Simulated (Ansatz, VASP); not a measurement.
One calculation of Sb, two programs

INCAR

```
ALGO = Normal ; EDIFF = 1E-8
ENCUT = 520 ; GGA = PE
ISIF = 2 ; ISMEAR = -1
LASPH = True ; LCHARG = False
LEFG = True ; LREAL = False
LWAVE = False ; NBANDS = 8
NELM = 80 ; PREC = Accurate
SIGMA = 0.05
```

KPOINTS

```
k-points
0
Gamma
  13 13 13
```

POSCAR

```
Sb
1.0
    3.1387913073      0.0000000000      0.0000000000
    0.0000000000      3.1387913073      0.0000000000
    0.0000000000      0.0000000000      3.1387913073
Sb
1
Direct
    0.0000000000      0.0000000000      0.0000000000
```

Input for Ansatz:

```yaml
crystal:
  lattice:
    - [3.1387913073, 0.0, 0.0]
    - [0.0, 3.1387913073, 0.0]
    - [0.0, 0.0, 3.1387913073]
  atoms:
    - { symbol: Sb, position: [0.0, 0.0, 0.0] }
kpoints:
  mp_grid: { grid: [13, 13, 13] }
scf:
  occupations: { method: fermi_dirac, width: 0.05 }
hamiltonian:
  xc: pbe
  pseudopotentials: { kind: paw }
output:
  forces: true
  stress: true
  eigenvalues: true
  efg: { contact_densities: true }
```

Change from the starting cell: volume scaled by 0.98, PAW files.

Alike in both runs: task electric field gradients; functional PBE; k mesh 13 × 13 × 13; occupations fermi-dirac, width 0.05 eV; no spin polarisation.

|  | VASP | Ansatz |
| --- | --- | --- |
| version | VASP 6.6.1 | Ansatz 0.2.0 |
| potentials or method | VASP PAW PBE potentials, release 64 (Sb) | PAW with Ansatz's default frozen-core files, scalar-relativistic |
| plane-wave cutoff (eV) | 520 | 420 |
| valence electrons in the cell | 5 | 15 |

|  | VASP | Ansatz | Ansatz less VASP |
| --- | --- | --- | --- |
| pressure (GPa) | -1.6 | -1.6 | +0.04 |

With one functional, cell and mesh, what is left measures potentials, basis and numerics. VASP's potentials hold 5 valence electrons a cell and Ansatz's 15, so a difference there can come from the potentials and not from the codes.

Spin-orbit coupling is off throughout.
